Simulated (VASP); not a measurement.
# FeSi2 (P4/mmm) in VASP: further runs

Runs on FeSi2. Level: PBEsol. Tasks: relaxation of shape and atoms at fixed volume, relaxation of the atoms.

Everything below comes from runs of VASP 6.6.1. Logs are shortened: lines on timing, memory, paths and dates and some standing lists are left out, and cuts for length are marked.

## (1) The cell of the first run

The structure is tetragonal, space group P4/mmm (No. 123). Conventional cell: a = 2.697 Å, b = 2.697 Å, c = 5.139 Å, α = 90.00°, β = 90.00°, γ = 90.00°. Within 3.1 Å of Fe (site symmetry 4/mmm) lie 8 Si at 2.36 Å and 4 Fe at 2.70 Å. Within 3.1 Å of Si (site symmetry 4mm) lie 6 Si at 2.35 to 2.79 Å and 4 Fe at 2.36 Å.

## (2) Relaxation of shape and atoms at fixed volume, PBEsol (12.46 Å³/atom)

The input, INCAR:

```
PREC = Accurate ; ENCUT = 600
EDIFF = 1E-6 ; ISMEAR = -1
SIGMA = 0.15 ; LREAL = F
LASPH = T ; NELM = 60
ALGO = Normal ; ISIF = 4
LWAVE = F ; LCHARG = F
GGA = PS ; IBRION = 2
NSW = 80 ; EDIFFG = -0.001
```

The input, KPOINTS:

```
Automatic mesh
0
Gamma
  16 16 8
```

The input, POSCAR:

```
FeSi2
1.0
    2.6971271400      0.0000000000      0.0000000000
    0.0000000000      2.6971271400      0.0000000000
    0.0000000000      0.0000000000      5.1385754190
Fe Si
1 2
Direct
    0.0000000000      0.0000000000      0.0000000000
    0.5000000000      0.5000000000      0.2716124498
    0.5000000000      0.5000000000      0.7283875502
```

Potentials or basis: VASP PAW PBE potentials, release 64 (Fe, Si).

On the command line:

```console
$ cat potpaw_PBE.64/Fe/POTCAR potpaw_PBE.64/Si/POTCAR > POTCAR
$ mpirun -np 1 vasp_std > vasp.out
```

OUTCAR:

```text
PREC = Accurate
   ENCUT = 600
   EDIFF = 1E-6
   ISMEAR = -1
   LREAL = F
   LASPH = T
   NELM = 60
   ISIF = 4
   GGA = PS
   IBRION = 2
   NSW = 80
   EDIFFG = -0.001

 ion  position               nearest neighbor table
   1  0.000  0.000  0.000-   2 2.36   3 2.36   2 2.36   3 2.36   2 2.36   3 2.36   2 2.36   3 2.36

   2  0.500  0.500  0.272-   3 2.35   1 2.36   1 2.36   1 2.36   1 2.36   3 2.79
   3  0.500  0.500  0.728-   2 2.35   1 2.36   1 2.36   1 2.36   1 2.36   2 2.79

  LATTYP: Found a simple tetragonal cell.
 ALAT       =     2.6971271400
 C/A-ratio  =     1.9052032597

  Lattice vectors:

 A1 = (   2.6971271400,   0.0000000000,   0.0000000000)
 A2 = (   0.0000000000,   2.6971271400,   0.0000000000)
 A3 = (   0.0000000000,   0.0000000000,   5.1385754190)

Analysis of symmetry for initial positions (statically):
=====================================================================
 Subroutine PRICEL returns:
 Original cell was already a primitive cell.

 Routine SETGRP: Setting up the symmetry group for a
 simple tetragonal supercell.

 Subroutine GETGRP returns: Found 16 space group operations
 (whereof 16 operations were pure point group operations)
 out of a pool of 16 trial point group operations.

The static configuration has the point symmetry D_4h.

Analysis of symmetry for dynamics (positions and initial velocities):
=====================================================================
 Subroutine PRICEL returns:
 Original cell was already a primitive cell.

 Routine SETGRP: Setting up the symmetry group for a
 simple tetragonal supercell.

 Subroutine GETGRP returns: Found 16 space group operations
 (whereof 16 operations were pure point group operations)
 out of a pool of 16 trial point group operations.

The dynamic configuration has the point symmetry D_4h.

 Subroutine INISYM returns: Found 16 space group operations
 (whereof 16 operations are pure point group operations),
 and found     1 'primitive' translations

----------------------------------------------------------------------------------------

                                     Primitive cell

  volume of cell :      37.3805

  direct lattice vectors                    reciprocal lattice vectors
     2.697127140  0.000000000  0.000000000     0.370764872  0.000000000  0.000000000
     0.000000000  2.697127140  0.000000000     0.000000000  0.370764872  0.000000000
     0.000000000  0.000000000  5.138575419     0.000000000  0.000000000  0.194606466

  length of vectors
     2.697127140  2.697127140  5.138575419     0.370764872  0.370764872  0.194606466

[... 106 lines left out ...]
   LORBIT       =      0    0 simple, 1 ext, 2 COOP (PROOUT), +10 PAW based schemes
   GGA     = PS    functional components
   LHFCALC =     F    Hartree Fock is set to
   AEXX    =    0.0000 exact exchange contribution
   IVDW    =     0    specifies the selected vdW correction
   LEPSILON=     F    determine dielectric tensor
   LRPA    =     F    only Hartree local field effects (RPA)
 conjugate gradient relaxation of ions
 non-spin polarized calculation
  energy-cutoff  :      600.00
  volume of cell :       37.38
 maximum number of plane-waves:      1268
 NGX is ok and might be reduce to    24
   NGX = 11   NGY = 11   NGZ = 21

--------------------------------------- Ionic step        1  -------------------------------------------

 number of electron      16.0000001 magnetization

 Free energy of the ion-electron system (eV)
  ---------------------------------------------------
  ext. energy  EPLUGINS =         0.00000000
  ---------------------------------------------------
  free energy    TOTEN  =       -21.98465314 eV

  energy without entropy =      -21.89913624  energy(sigma->0) =      -21.94189469

------------------------ aborting loop because EDIFF is reached ----------------------------------------

  FORCE on cell =-STRESS in cart. coord.  units (eV):
  Direction    XX          YY          ZZ          XY          YZ          ZX
  --------------------------------------------------------------------------------------
  -------------------------------------------------------------------------------------
  Total       -0.7478207     -0.7478207     -0.8999134      0.0000000      0.0000000     -0.0000000
  in kB      -32.0525438    -32.0525438    -38.5714293      0.0000000      0.0000000     -0.0000000
  external PRESSURE =     -34.2255056 kB  Pullay stress =       0.0000000 kB
[... 209 lines left out ...]
--------------------------------------- Ionic step        7  -------------------------------------------

 number of electron      16.0000001 magnetization

 Free energy of the ion-electron system (eV)
  ---------------------------------------------------
  ext. energy  EPLUGINS =         0.00000000
  ---------------------------------------------------
  free energy    TOTEN  =       -21.98498412 eV

  energy without entropy =      -21.89878746  energy(sigma->0) =      -21.94188579

 E-fermi :   9.7062     XC(G=0): -12.0239

 val. band max:        9.7055117509   @ k =   0.3750   0.2500   0.0000
 cond. band min:       9.7115297769   @ k =   0.3125   0.2500   0.0000
 fundamental gap:      0.0060180260
 Fermi energy:         9.7061935356

 k-point     1 :       0.0000    0.0000    0.0000
  band No.  band energies     occupation
      1      -4.0903      2.00000
      2       0.6752      2.00000
      3       1.8710      2.00000
      4       6.2438      2.00000
      5       8.1723      1.99993
      6       8.2833      1.99985
      7       8.2833      1.99985
      8       9.1332      1.95709
      9      14.2250      0.00000
     10      14.2250      0.00000
     11      16.3180      0.00000
     12      16.8844      0.00000
[... 331 lines left out ...]
 k-point    24 :       0.5000    0.1250    0.0000
  band No.  band energies     occupation
      1       0.0834      2.00000
      2       2.1778      2.00000
      3       3.0909      2.00000
      4       5.2671      2.00000
      5       5.8866      2.00000
      6       6.9264      2.00000
      7       7.8316      1.99999
      8       9.0123      1.98060
      9       9.8724      0.49640
     10      11.2050      0.00009
     11      12.1299      0.00000
     12      14.9967      0.00000

 [... further k-points ...]

------------------------ aborting loop because EDIFF is reached ----------------------------------------

  FORCE on cell =-STRESS in cart. coord.  units (eV):
  Direction    XX          YY          ZZ          XY          YZ          ZX
  --------------------------------------------------------------------------------------
  -------------------------------------------------------------------------------------
  Total       -0.7586586     -0.7586586     -0.7573214      0.0000000      0.0000000     -0.0000000
  in kB      -32.5170692    -32.5170692    -32.4597564      0.0000000      0.0000000     -0.0000000
  external PRESSURE =     -32.4979649 kB  Pullay stress =       0.0000000 kB
[... 18 lines left out ...]
  FREE ENERGIE OF THE ION-ELECTRON SYSTEM (eV)
  ---------------------------------------------------
  free  energy   TOTEN  =       -21.9849841206 eV

  energy  without entropy=      -21.8987874569  energy(sigma->0) =      -21.94188579

 reached required accuracy - stopping structural energy minimisation
```

OSZICAR:

```text
N       E                     dE             d eps       ncg     rms          rms(c)
DAV:   1     0.732238969509E+02    0.73224E+02   -0.78915E+03  5400   0.151E+03
DAV:   2    -0.185938798442E+02   -0.91818E+02   -0.84372E+02  5420   0.264E+02
DAV:   3    -0.236452090235E+02   -0.50513E+01   -0.48099E+01  7100   0.687E+01
[... 37 lines left out ...]
DAV:   1    -0.219849841880E+02    0.33028E-06   -0.36057E-06  5736   0.207E-02    0.241E-03
DAV:   2    -0.219849842639E+02   -0.75902E-07   -0.92544E-07  3052   0.260E-02
   6 F= -.21984984E+02 E0= -.21941894E+02  d E =-.428463E-05
       N       E                     dE             d eps       ncg     rms          rms(c)
DAV:   1    -0.219849840857E+02    0.10238E-06   -0.12004E-06  2884   0.202E-02    0.812E-04
DAV:   2    -0.219849841206E+02   -0.34912E-07   -0.23658E-07  2760   0.579E-03
   7 F= -.21984984E+02 E0= -.21941886E+02  d E =-.414126E-05
```

CONTCAR:

```text
FeSi2
   1.00000000000000
     2.6994703575863550    0.0000000000000000   -0.0000000000000000
     0.0000000000000000    2.6994703575863550    0.0000000000000000
    -0.0000000000000000    0.0000000000000000    5.1296584295046106
  Fe              Si
     1     2
Direct
     0.0000000000000000    0.0000000000000000    0.0000000000000000
     0.5000000000000000    0.5000000000000000    0.2710574273992676
     0.5000000000000000    0.5000000000000000    0.7289425726007326

  0.00000000E+00  0.00000000E+00  0.00000000E+00
  0.00000000E+00  0.00000000E+00  0.00000000E+00
  0.00000000E+00  0.00000000E+00  0.00000000E+00
```

Run time: 7 min. Hardware: 1 thread of Intel Xeon 8259CL, shared host; peak memory 0.28 GiB.

What came out:

| Quantity | Value |
| --- | --- |
| Free energy | -21.9850 eV |
| Energy gained by relaxing | 0.1 meV/atom |
| Ionic steps | 7 |
| Pressure after relaxing | -3.2 GPa |
| Band gap on the k mesh | zero (bands 8 and 9 overlap by 0.33 eV) |

The path:
| step | energy change (eV) | largest force (eV/Å) | pressure (GPa) | volume (Å³) |
| --- | --- | --- | --- | --- |
| 1 | 0.0000 | 0.0695 | -3.42 | 37.38 |
| 2 | -0.0003 | 0.0159 | -3.27 | 37.38 |
| 3 | -0.0003 | 0.0094 | -3.55 | 37.38 |
| 4 | -0.0003 | 0.0055 | -3.26 | 37.38 |
| 5 | -0.0003 | 0.0008 | -3.29 | 37.38 |
| 6 | -0.0003 | 0.0011 | -3.38 | 37.38 |
| 7 | -0.0003 | 0.0000 | -3.25 | 37.38 |

Final structure:
```xyz
3
Lattice="2.6995 0.0000 0.0000 0.0000 2.6995 0.0000 0.0000 0.0000 5.1297" Properties=species:S:1:pos:R:3 pbc="T T T"
Fe    0.0000    0.0000    0.0000
Si    1.3497    1.3497    1.3904
Si    1.3497    1.3497    3.7392
```

Caveat: the PAW data sets were made with another functional, which shifts forces and pressure a little; the run has no spin polarisation, though such a crystal can be magnetic. Spin polarisation is off, so any magnetic state and its effect on volume and gap are missing.

[end of part 1 of 2]
